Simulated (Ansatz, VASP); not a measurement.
## One calculation of Cr, two programs

Contents of INCAR:

```
ALGO     = Normal         # electronic algorithm
EDIFF    = 1E-6           # SCF threshold, eV
EDIFFG   = -0.01          # ionic threshold
ENCUT    = 600            # plane-wave cutoff, eV
GGA      = PE             # functional
IBRION   = 2              # ionic algorithm
ISIF     = 3              # what is computed and relaxed
ISMEAR   = -1             # smearing method
LASPH    = True           # aspherical terms in the spheres
LCHARG   = False          # write CHGCAR
LREAL    = False          # projectors in reciprocal space
LWAVE    = False          # write WAVECAR
NELM     = 80             # most SCF steps
NSW      = 80             # ionic steps
PREC     = Accurate       # precision mode
SIGMA    = 0.1            # smearing width, eV
```

File KPOINTS:

```
k-points
0
Gamma
  15 15 15
```

The input POSCAR:

```
Cr
1.0
    0.0000000000      1.8167431579      1.8167431579
    1.8167431579      0.0000000000      1.8167431579
    1.8167431579      1.8167431579      0.0000000000
Cr
1
Direct
    0.0000000000      0.0000000000      0.0000000000
```

Input for Ansatz:

```yaml
crystal:
  lattice:
    - [0.0, 1.8167431579, 1.8167431579]
    - [1.8167431579, 0.0, 1.8167431579]
    - [1.8167431579, 1.8167431579, 0.0]
  atoms:
    - { symbol: Cr, position: [0.0, 0.0, 0.0] }
hamiltonian:
  xc: pbe
  pseudopotentials:
    kind: paw
    azcp:
      Cr: "pseudopotentials/Cr.paw.azcp"
basis:
  ecutwfc: 420
  fft_grid_basis: typed
kpoints:
  mp_grid: { grid: [15, 15, 15], shift: [0, 0, 0] }
magnetization:
  spin_polarized: false
scf:
  occupations: { method: fermi_dirac, width: 0.1 }
relax:
  max_steps: 60
  f_tol: 0.01
  cell: {}
```

Alike in both runs: task relaxation of cell and atoms; functional PBE; k mesh 15 × 15 × 15; occupations fermi-dirac, width 0.1 eV; no spin polarisation.

|  | VASP | Ansatz |
| --- | --- | --- |
| version | VASP 6.6.1 | Ansatz 0.2.0 |
| potentials or method | VASP PAW PBE potentials, release 64 (Cr_pv), cutoff 600 eV | plane waves (420 eV) with PAW, scalar-relativistic |
| valence electrons in the cell | 12 | 14 |

VASP gave:

* relaxed volume (Å³/atom): 11.88
* relaxed cell length with the largest relative difference (Å): 2.561

**Question.** Which values does Ansatz return?

**Answer.** Relaxed volume (Å³/atom): 11.90; relaxed cell length with the largest relative difference (Å): 2.563.

VASP's potentials hold 12 valence electrons a cell and Ansatz's 14, so a difference there can come from the potentials and not from the codes.
